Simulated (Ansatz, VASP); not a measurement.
## Re in VASP and in Ansatz

```xyz
2
Lattice="2.9789 0.0000 0.0000 -1.4894 2.5798 0.0000 0.0000 0.0000 3.8552" Properties=species:S:1:pos:R:3 pbc="T T T"
Re    0.0000    1.7199    0.9638
Re    1.4894    0.8599    2.8914
```

Alike in both runs: task single point; functional PBEsol; k mesh 21 × 21 × 12; occupations gaussian, width 0.15 eV; no spin polarisation.

```csv
,VASP,Ansatz
version,VASP 6.6.1,Ansatz 0.2.0
potentials or method,"VASP PAW PBE potentials, release 64 (Re), cutoff 520 eV","scalar-relativistic, plane waves, PAW"
valence electrons in the cell,14,30
```

```tsv
	VASP	Ansatz	Ansatz less VASP
gap on the k mesh at the Fermi level (eV)	none	none	-
pressure (GPa)	7.7	7.7	-0.01
traceless stress, the component that is largest in VASP (GPa)	38.53	38.91	+0.382
```

VASP's potentials were made for PBE, not for PBEsol. A gap of «none» marks a metal or a gap that the smearing closes. VASP's potentials hold 14 valence electrons a cell and Ansatz's 30, so a difference there can come from the potentials and not from the codes.

Spin-orbit coupling is off throughout.
